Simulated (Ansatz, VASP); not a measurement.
# Two plane-wave programs on Si

File INCAR:

```
PREC = Accurate
ENCUT = 400
EDIFF = 1E-6
ISMEAR = 0
SIGMA = 0.05
LREAL = F
LASPH = T
NELM = 120
ALGO = Normal
ISIF = 2
LWAVE = F
LCHARG = T
LDIPOL = T
IDIPOL = 3
DIPOL = 0.5 0.5 0.309
GGA = PE
LELF = T
LVHAR = T
LVACPOTAV = T
NBANDS = 16
GGA_COMPAT = F
NELMDL = -8
```

The input KPOINTS:

```
regular mesh
0
Gamma
  7 7 1
```

POSCAR

```
Si
1.0
    3.8675357018      0.0000000000      0.0000000000
    0.0000000000      3.8675357018      0.0000000000
    0.0000000000      0.0000000000     19.6115149105
Si
4
Direct
    0.0000000000      0.5000000000      0.2039618060
    0.0000000000      0.0000000000      0.2736851480
    0.5000000000      0.0000000000      0.3452315356
    0.5000000000      0.5000000000      0.4136098077
```

Input for Ansatz:

```yaml
crystal:
  lattice:
    - [3.8675355701, 0.0, 0.0]
    - [0.0, 3.8675355701, 0.0]
    - [0.0, 0.0, 19.6115149602]
  atoms:
    - { symbol: Si, position: [0.0, 0.5, 0.2039618055] }
    - { symbol: Si, position: [0.0, 0.0, 0.2736851449] }
    - { symbol: Si, position: [0.5, 0.0, 0.3452315365] }
    - { symbol: Si, position: [0.5, 0.5, 0.4136098092] }
basis:
  ecutwfc: 420
kpoints:
  mp_grid: { grid: [7, 7, 1] }
hamiltonian:
  xc: pbe
  pseudopotentials: { kind: paw, azcp: { folder: soft_1 } }
scf:
  occupations: { method: gaussian, width: 0.05 }
output:
  forces: true
  eigenvalues: true
efield:
  axis: 3
  dipole_correction: true
  ramp_width: 0.04
```

Alike in both runs: task single point; functional PBE; k mesh 7 × 7 × 1; occupations gaussian, width 0.05 eV; no spin polarisation.

```csv
,VASP,Ansatz
version,VASP 6.6.1,Ansatz 0.2.0
potentials or method,"VASP PAW PBE potentials, release 64 (Si), cutoff 400 eV","scalar-relativistic, plane waves, PAW"
valence electrons in the cell,16,16
```

```csv
,VASP,Ansatz,Ansatz less VASP
gap on the k mesh at the Fermi level (eV),none,none,-
rms of the force components (eV/Å),0.063,0.063,-0.0003
"work function, face that differs most (eV)",5.34,5.34,-0.001
```

Atom by atom the forces differ by 0.002 eV/Å (rms over components). A gap of «none» marks a metal or a gap that the smearing closes.
